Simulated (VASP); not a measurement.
A run of VASP 6.6.1 is set up as follows.

INCAR

```
ALGO = Normal ; EDIFF = 1E-6
ENCUT = 520 ; GGA = PE
ISIF = 2 ; ISMEAR = 0
LASPH = T ; LCHARG = F
LREAL = F ; LWAVE = F
NBANDS = 30 ; NELM = 80
PREC = Accurate ; SIGMA = 0.1
```

File KPOINTS:

```
k-points
0
Gamma
  10 10 4
```

Contents of POSCAR:

```
Sn2TeAs2
1.0
    3.7299695849      0.0000000000      0.0000000000
    0.0000000000      3.7299695849      0.0000000000
    0.0000000000      0.0000000000     10.7410344438
Sn Te As
2 1 2
Direct
    0.5000000000      0.5000000000      0.4011681113
    0.0000000000      0.0000000000      0.9050232499
    0.0000000000      0.0000000000      0.2531417798
    0.0000000000      0.0000000000      0.6471939428
    0.5000000000      0.5000000000      0.7364817062
```

Potentials or basis: VASP PAW PBE potentials, release 64 (Sn_d, Te, As).

Launch:

```sh
$ cat potpaw_PBE.64/Sn_d/POTCAR potpaw_PBE.64/Te/POTCAR potpaw_PBE.64/As/POTCAR > POTCAR
$ mpirun -np 1 vasp_std > vasp.out
```

(1) What does it give for the band gap on the k mesh?

(2) What does it give for the largest force?

(3) Estimate the pressure.

Results:

(1) zero (bands 22 and 23 overlap by 1.92 eV).

(2) 0.020 eV/Å.

(3) 0.0 GPa.

Caveat: spin-orbit coupling is left out, which moves the levels of the heavy elements.
